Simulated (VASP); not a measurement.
# GeH2W12C12 in VASP: single point with PBE

Aim: the single point of GeH2W12C12 with PBE.

Everything below comes from runs of VASP 6.6.1. Logs are shortened: lines on timing, memory, paths and dates and some standing lists are left out, and cuts for length are marked.

### Step 1. The cell of the first run

The cell holds a slab with vacuum, 27 atoms: a = 5.795 Å, b = 5.795 Å, c = 19.074 Å, α = 90.00°, β = 90.00°, γ = 120.00°.

### Step 2. Single point, PBE

Contents of INCAR:

```
SYSTEM = GeH2W12C12
PREC = Accurate
ENCUT = 520
EDIFF = 1E-6
ISMEAR = 0
SIGMA = 0.1
LREAL = Auto
LASPH = .TRUE.
NELM = 80
ALGO = Normal
ISIF = 2
LWAVE = .FALSE.
LCHARG = .FALSE.
GGA = PE
NBANDS = 135
```

Contents of KPOINTS:

```
regular mesh
0
G
  3 3 1
  0 0 0
```

Contents of POSCAR:

```
GeH2W12C12
1.0
    5.7948000000      0.0000000000      0.0000000000
   -2.8974000000      5.0184440000      0.0000000000
    0.0000000000      0.0000000000     19.0742500000
W C Ge H
12 12 1 2
Direct
    0.0000000000      0.0000000000      0.0524267000
    0.0001043097      0.0004538810      0.2017625895
   -0.0010970131     -0.0045617891      0.3524715264
    0.0000000000      0.5000000000      0.0524267000
   -0.0000771697      0.5000730981      0.2016290755
   -0.0008136562      0.5008590655      0.3523546592
    0.5000000000      0.0000000000      0.0524267000
    0.4997909831      0.0002021328      0.2020203488
    0.5006944359     -0.0006544786      0.3531606834
    0.5000000000      0.5000000000      0.0524267000
    0.4995419272      0.4998906990      0.2017634404
    0.5046059175      0.5011504409      0.3524680853
    0.3333333300      0.1666666700      0.1266026200
    0.3340603983      0.1659168874      0.2750559181
    0.3302008141      0.1698794864      0.4260124278
    0.3333333300      0.6666666700      0.1266026200
    0.3356579174      0.6689901313      0.2745669852
    0.3368077074      0.6668396024      0.4176365373
    0.8333333300      0.1666666700      0.1266026200
    0.8309790096      0.1643284165      0.2745752435
    0.8331956629      0.1632207421      0.4176511367
    0.8333333300      0.6666666700      0.1266026200
    0.8325033662      0.6674915342      0.2735807707
    0.8338064413      0.6661993326      0.4117420098
    0.1517348514      0.3483553141      0.4751199750
    0.3965214939      1.1035609390      0.4717692196
    0.1463317969      0.3538330350      0.5564245469
```

Potentials or basis: VASP PAW PBE potentials, release 64 (W_sv, C, Ge_d, H).

Launch:

```bash
$ cat potpaw_PBE.64/W_sv/POTCAR potpaw_PBE.64/C/POTCAR potpaw_PBE.64/Ge_d/POTCAR potpaw_PBE.64/H/POTCAR > POTCAR
$ mpirun -np 1 vasp_std > vasp.out
```

OUTCAR:

```text
SYSTEM = GeH2W12C12
   PREC = Accurate
   ENCUT = 520
   EDIFF = 1E-6
   ISMEAR = 0
   LREAL = Auto
   LASPH = .TRUE.
   NELM = 80
   ISIF = 2
   GGA = PE

 ion  position               nearest neighbor table
   1  0.000  0.000  0.052-  22 2.19  13 2.19  19 2.19   2 2.85  10 2.90   4 2.90   4 2.90  10 2.90
                             7 2.90   7 2.90
   2  0.000  0.000  0.202-  23 2.16  20 2.17  14 2.18  19 2.20  13 2.20  22 2.20   1 2.85   3 2.87
                            11 2.89   5 2.90   8 2.90   8 2.90   5 2.90  11 2.90
   3  0.999  0.995  0.352-  24 2.00  21 2.08  15 2.18  23 2.23  14 2.24  20 2.25  12 2.86   6 2.87
                             2 2.87   9 2.90   9 2.90   6 2.93  12 2.93  25 2.94
   4  0.000  0.500  0.052-  19 2.19  16 2.19  22 2.19   5 2.85   7 2.90   1 2.90   1 2.90   7 2.90
                            10 2.90  10 2.90
   5  1.000  0.500  0.202-  23 2.17  17 2.19  20 2.19  22 2.20  19 2.20  16 2.20   4 2.85   6 2.87
                             2 2.90  11 2.90   8 2.90   8 2.90  11 2.90   2 2.90
   6  0.999  0.501  0.352-  24 2.01  18 2.10  21 2.10  17 2.25  20 2.25  23 2.25  25 2.80   3 2.87
                            12 2.87   5 2.87   9 2.90   9 2.90  12 2.93   3 2.93
   7  0.500  0.000  0.052-  16 2.19  19 2.19  13 2.19   8 2.85  10 2.90   4 2.90  10 2.90   4 2.90
                             1 2.90   1 2.90
   8  0.500  0.000  0.202-  17 2.16  20 2.16  14 2.17  13 2.20  16 2.21  19 2.21   7 2.85   9 2.88
                             2 2.90  11 2.90   5 2.90   5 2.90  11 2.90   2 2.90
   9  0.501  0.999  0.353-  18 2.07  21 2.07  15 2.20  20 2.23  17 2.24  14 2.24   8 2.88   3 2.90
                            12 2.90   6 2.90   6 2.90  12 2.90   3 2.90
  10  0.500  0.500  0.052-  13 2.19  22 2.19  16 2.19  11 2.85   1 2.90   7 2.90   7 2.90   1 2.90
                             4 2.90   4 2.90
  11  0.500  0.500  0.202-  23 2.16  17 2.17  14 2.18  16 2.20  13 2.20  22 2.20  10 2.85  12 2.87
                             2 2.89   5 2.90   8 2.90   8 2.90   5 2.90   2 2.90
  12  0.505  0.501  0.352-  24 2.00  18 2.08  15 2.18  23 2.23  14 2.24  17 2.25   3 2.86   6 2.87
                            11 2.87   9 2.90   9 2.90   6 2.93   3 2.93  25 2.94
  13  0.333  0.167  0.127-  10 2.19   1 2.19   7 2.19  11 2.20   2 2.20   8 2.20
  14  0.334  0.166  0.275-   8 2.17   2 2.18  11 2.18   3 2.24  12 2.24   9 2.24
  15  0.330  0.170  0.426-  26 1.10  25 2.02  12 2.18   3 2.18   9 2.20
  16  0.333  0.667  0.127-   7 2.19   4 2.19  10 2.19   5 2.20  11 2.20   8 2.21
  17  0.336  0.669  0.275-   8 2.16  11 2.17   5 2.19   9 2.24   6 2.25  12 2.25
  18  0.337  0.667  0.418-  25 1.94   9 2.07  12 2.08   6 2.10
  19  0.833  0.167  0.127-   4 2.19   7 2.19   1 2.19   5 2.20   2 2.20   8 2.21
  20  0.831  0.164  0.275-   8 2.16   2 2.17   5 2.19   9 2.23   6 2.25   3 2.25
  21  0.833  0.163  0.418-  25 1.94   9 2.07   3 2.08   6 2.10
  22  0.833  0.667  0.127-   1 2.19  10 2.19   4 2.19   5 2.20   2 2.20  11 2.20
  23  0.833  0.667  0.274-  11 2.16   2 2.16   5 2.17  12 2.23   3 2.23   6 2.25
  24  0.834  0.666  0.412-  12 2.00   3 2.00   6 2.01
  25  0.152  0.348  0.475-  27 1.55  18 1.94  21 1.94  15 2.02   6 2.80  12 2.94   3 2.94
  26  0.397  0.104  0.472-  15 1.10
  27  0.146  0.354  0.556-  25 1.55

  LATTYP: Found a hexagonal cell.
 ALAT       =     5.7948000000
 C/A-ratio  =     3.2916148961

  Lattice vectors:

 A1 = (   5.7948000000,   0.0000000000,   0.0000000000)
 A2 = (  -2.8974000000,   5.0184440000,   0.0000000000)
 A3 = (   0.0000000000,   0.0000000000,  19.0742500000)

Analysis of symmetry for initial positions (statically):
=====================================================================
 Subroutine PRICEL returns:
 Original cell was already a primitive cell.

 Routine SETGRP: Setting up the symmetry group for a
 hexagonal supercell.

 Subroutine GETGRP returns: Found  1 space group operations
 (whereof  1 operations were pure point group operations)
 out of a pool of 24 trial point group operations.

The static configuration has the point symmetry C_1 .

Analysis of symmetry for dynamics (positions and initial velocities):
=====================================================================
 Subroutine PRICEL returns:
 Original cell was already a primitive cell.

 Routine SETGRP: Setting up the symmetry group for a
 hexagonal supercell.

 Subroutine GETGRP returns: Found  1 space group operations
 (whereof  1 operations were pure point group operations)
 out of a pool of 24 trial point group operations.

The dynamic configuration has the point symmetry C_1 .

 Subroutine INISYM returns: Found  1 space group operations
 (whereof  1 operations are pure point group operations),
 and found     1 'primitive' translations

----------------------------------------------------------------------------------------

                                     Primitive cell

  volume of cell :     554.6960

  direct lattice vectors                    reciprocal lattice vectors
[... 80 lines left out ...]

  Length of vectors
     0.066421650  0.066421650  0.052426701

  Shift w.r.t. Gamma in fractional coordinates (k-lattice)
     0.000000000  0.000000000  0.000000000

 Subroutine IBZKPT returns following result:
 ===========================================

 Found      5 irreducible k-points:

 Following reciprocal coordinates:
            Coordinates               Weight
  0.000000  0.000000  0.000000      1.000000
  0.333333  0.000000  0.000000      2.000000
  0.000000  0.333333  0.000000      2.000000
 -0.333333  0.333333  0.000000      2.000000
  0.333333  0.333333  0.000000      2.000000
   k-points           NKPTS =      5   k-points in BZ     NKDIM =      5   number of bands    NBANDS=    135
   number of dos      NEDOS =    301   number of ions     NIONS =     27
   total plane-waves  NPLWV = 331776
   dimension x,y,z NGX =    48 NGY =   48 NGZ =  144
   dimension x,y,z NGXF=    96 NGYF=   96 NGZF=  288
   ions per type =              12  12   1   2
   NGX,Y,Z   is equivalent  to a cutoff of  13.77, 13.77, 12.55 a.u.
   NGXF,Y,Z  is equivalent  to a cutoff of  27.54, 27.54, 25.10 a.u.
 SYSTEM =  GeH2W12C12
   PREC   = accura    normal or accurate (medium, high low for compatibility)
   ISTART =      0    job   : 0-new  1-cont  2-samecut
   ICHARG =      2    charge: 1-file 2-atom 10-const
   ISPIN  =      1    spin polarized calculation?
   LNONCOLLINEAR =      F non collinear calculations
   LSORBIT =      F    spin-orbit coupling
   LASPH  =      T    aspherical Exc in radial PAW
   ENCUT  =  520.0 eV  38.22 Ry    6.18 a.u.  10.77 10.77 35.47*2*pi/ulx,y,z
   NELM   =     80;   NELMIN=  2; NELMDL= -5     # of ELM steps
   EDIFF  = 0.1E-05   stopping-criterion for ELM
   LREAL  =      T    real-space projection
   EDIFFG = 0.1E-04   stopping-criterion for IOM
   NSW    =      0    number of steps for IOM
   IBRION =     -1    ionic relax: 0-MD 1-quasi-New 2-CG
   NFREE  =      0    steps in history (QN), initial steepest desc. (CG)
   ISIF   =      2    stress and relaxation
   ISYM   =      2    0-nonsym 1-usesym 2-fastsym
   POTIM  = 0.5000    time-step for ionic-motion
   TEBEG  =    0.0;   TEEND  =   0.0 temperature during run
   PSTRESS=    0.0 pullay stress
   NELECT =     232.0000    total number of electrons
   NUPDOWN=      -1.0000    fix difference up-down
   EMIN   =  10.00;   EMAX   =-10.00  energy-range for DOS
   EFERMI =   0.00;   METHOD = LEGACY
   ISMEAR =     0;   SIGMA  =   0.10  broadening in eV -4-tet -1-fermi 0-gaus
   EFERMI_NEDOS =   21; number of points for ismear=-14 and -15
   IALGO  =     38    algorithm
   IMIX   =      4    mixing-type and parameters
     AMIX     =   0.40;   BMIX     =  1.00
     AMIX_MAG =   1.60;   BMIX_MAG =  1.00
  volume/ion in A,a.u.               =      20.54       138.64
  Fermi-wavevector in a.u.,A,eV,Ry     =   1.224294  2.313581 20.393725  1.498897
  Thomas-Fermi vector in A             =   2.359374
   LORBIT       =      0    0 simple, 1 ext, 2 COOP (PROOUT), +10 PAW based schemes
   GGA     = PE    functional components
   LHFCALC =     F    Hartree Fock is set to
   AEXX    =    0.0000 exact exchange contribution
   IVDW    =     0    specifies the selected vdW correction
   LEPSILON=     F    determine dielectric tensor
   LRPA    =     F    only Hartree local field effects (RPA)
 non-spin polarized calculation
 Gauss-broadening in eV      SIGMA  =   0.10
  energy-cutoff  :      520.00
  volume of cell :      554.70
 maximum number of plane-waves:     14967
 NGX is ok and might be reduce to    48
   NGX = 21   NGY = 21   NGZ = 71

 number of electron     231.9999985 magnetization

 Free energy of the ion-electron system (eV)
  ---------------------------------------------------
  ext. energy  EPLUGINS =         0.00000000
  ---------------------------------------------------
  free energy    TOTEN  =      -265.76157354 eV

  energy without entropy =     -265.72069465  energy(sigma->0) =     -265.74113410

 E-fermi :   2.8683     XC(G=0):  -7.7597

 val. band max:        2.8661205295   @ k =   0.0000   0.3333   0.0000
 cond. band min:       2.9038832531   @ k =   0.0000   0.0000   0.0000
 fundamental gap:      0.0377627236
 Fermi energy:         2.8682500288

 k-point     1 :       0.0000    0.0000    0.0000
  band No.  band energies     occupation
      1     -71.1488      2.00000
      2     -71.0951      2.00000
      3     -71.0862      2.00000
      4     -71.0793      2.00000
      5     -71.0657      2.00000
      6     -71.0096      2.00000
[... 644 lines left out ...]
    127       4.9115      0.00000
    128       5.1220      0.00000
 [bands above 128 left out]

------------------------ aborting loop because EDIFF is reached ----------------------------------------

  FORCE on cell =-STRESS in cart. coord.  units (eV):
  Direction    XX          YY          ZZ          XY          YZ          ZX
  --------------------------------------------------------------------------------------
  -------------------------------------------------------------------------------------
  Total        9.9820690      8.9763802     -3.3119560     -0.8677705      0.0504152     -0.1000973
  in kB       28.8320913     25.9272715     -9.5662149     -2.5064582      0.1456187     -0.2891198
  external PRESSURE =      15.0643827 kB  Pullay stress =       0.0000000 kB

 VOLUME and BASIS-vectors are now :
 -----------------------------------------------------------------------------
  energy-cutoff  :      520.00
  volume of cell :      554.70
      direct lattice vectors                 reciprocal lattice vectors
     5.794800000  0.000000000  0.000000000     0.172568510  0.099632476  0.000000000
    -2.897400000  5.018444000  0.000000000     0.000000000  0.199264951  0.000000000
     0.000000000  0.000000000 19.074250000     0.000000000  0.000000000  0.052426701

 POSITION                                       TOTAL-FORCE (eV/Angst)
 -----------------------------------------------------------------------------------
      0.00000      0.00000      1.00000        -0.003633      0.023960      0.766213
     -0.00071      0.00228      3.84847         0.001176      0.002759     -0.012705
      2.90426      4.99555      6.72313        -0.005108      0.000583      0.008243
     -1.44870      2.50922      1.00000         0.027766     -0.016057      0.770049
      4.34544      2.50959      3.84592         0.003075     -0.002211     -0.005598
      4.33890      2.51353      6.72090        -0.007091      0.001407     -0.032422
[... 19 lines left out ...]
      1.99771      0.51971      8.99864         0.004161     -0.002300      0.023646
     -0.17723      1.77569     10.61338         0.004121     -0.002413     -0.018221
 -----------------------------------------------------------------------------------
    total drift:                                0.003808     -0.003470      0.050450

  FREE ENERGIE OF THE ION-ELECTRON SYSTEM (eV)
  ---------------------------------------------------
  free  energy   TOTEN  =      -265.7615735442 eV

  energy  without entropy=     -265.7206946536  energy(sigma->0) =     -265.74113410
```

Wall time 40 min (1 thread of AMD EPYC 7R43 (Zen 3), shared host); peak memory 0.77 GiB.

Results:

```yaml
Free_energy: -265.7616 eV
Largest_force: 0.843 eV/Å
Band_gap_on_the_k_mesh: zero (bands 116 and 117 overlap by 0.73 eV)
```

Forces on the atoms (eV/Å):
```
W   -0.004  0.024  0.766
W    0.001  0.003 -0.013
W   -0.005  0.001  0.008
W    0.028 -0.016  0.770
W    0.003 -0.002 -0.006
W   -0.007  0.001 -0.032
W   -0.011  0.006  0.800
W    0.004 -0.002 -0.003
W   -0.014  0.008  0.005
W   -0.023 -0.009  0.766
W   -0.001 -0.003 -0.014
W   -0.003  0.000  0.008
C    0.009 -0.005 -0.819
C    0.011 -0.005 -0.016
C   -0.011  0.006  0.017
C   -0.017 -0.020 -0.843
C    0.011 -0.009  0.006
C   -0.001 -0.010  0.076
C    0.009  0.025 -0.843
C    0.017 -0.003  0.004
C    0.008  0.006  0.072
C    0.002 -0.001 -0.827
C    0.011 -0.005  0.026
C    0.000  0.002  0.081
Ge  -0.025  0.014  0.005
H    0.004 -0.002  0.024
H    0.004 -0.002 -0.018
```

Caveat: the k points lie up to 0.42 Å⁻¹ apart, too coarse for converged energies and pressures of a metal; there is no dipole correction, which matters where the two faces differ; spin-orbit coupling is left out, which moves the levels of the heavy elements.

The gap in the log of VASP goes by the Fermi energy; the results here count the filled bands.